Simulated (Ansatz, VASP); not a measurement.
# Two plane-wave programs on Sr

Contents of INCAR:

```
SYSTEM = Sr
  PREC = Accurate
  ENCUT = 520
  EDIFF = 1E-6
  ISMEAR = 0
  SIGMA = 0.03
  LREAL = .False.
  LASPH = .True.
  NELM = 100
  ALGO = Normal
  ISIF = 2
  LWAVE = .False.
  LCHARG = .False.
  GGA = PS
  NBANDS = 11
```

File KPOINTS:

```
regular mesh
0
Gamma
  10 10 10
  0 0 0
```

File POSCAR:

```
Sr
1.0
    0.0000000000      3.0423500000      2.9662912500
    3.0423500000      0.0000000000      2.9662912500
    3.0423500000      3.0423500000      0.0000000000
Sr
1
Direct
    0.0000000000      0.0000000000      0.0000000000
```

Input for Ansatz:

```yaml
crystal:
  lattice:
    - [0.0, 3.04235, 2.96629125]
    - [3.04235, 0.0, 2.96629125]
    - [3.04235, 3.04235, 0.0]
  atoms:
    - { symbol: Sr, position: [0.0, 0.0, 0.0] }
basis:
  ecutwfc: 420
kpoints:
  mp_grid: { grid: [10, 10, 10] }
hamiltonian:
  xc: pbesol
scf:
  occupations: { method: gaussian, width: 0.03 }
output:
  forces: true
  stress: true
  eigenvalues: true
```

Change from the starting cell: strain +0.000 along x and y, -0.025 along z, atoms carried along.

Alike in both runs: task single point; functional PBEsol; k mesh 10 × 10 × 10; occupations gaussian, width 0.03 eV; no spin polarisation.

|  | VASP | Ansatz |
| --- | --- | --- |
| version | VASP 6.6.1 | Ansatz 0.2.0 |
| potentials or method | VASP PAW PBE potentials, release 64 (Sr_sv), cutoff 520 eV | scalar-relativistic, plane waves, PAW |
| valence electrons in the cell | 10 | 10 |

```tsv
	VASP	Ansatz	Ansatz less VASP
gap on the k mesh at the Fermi level (eV)	none	none	-
pressure (GPa)	-0.7	-0.7	-0.01
```

VASP's potentials were made for PBE, not for PBEsol. A gap of «none» marks a metal or a gap that the smearing closes. With one functional, cell and mesh, what is left measures potentials, basis and numerics.
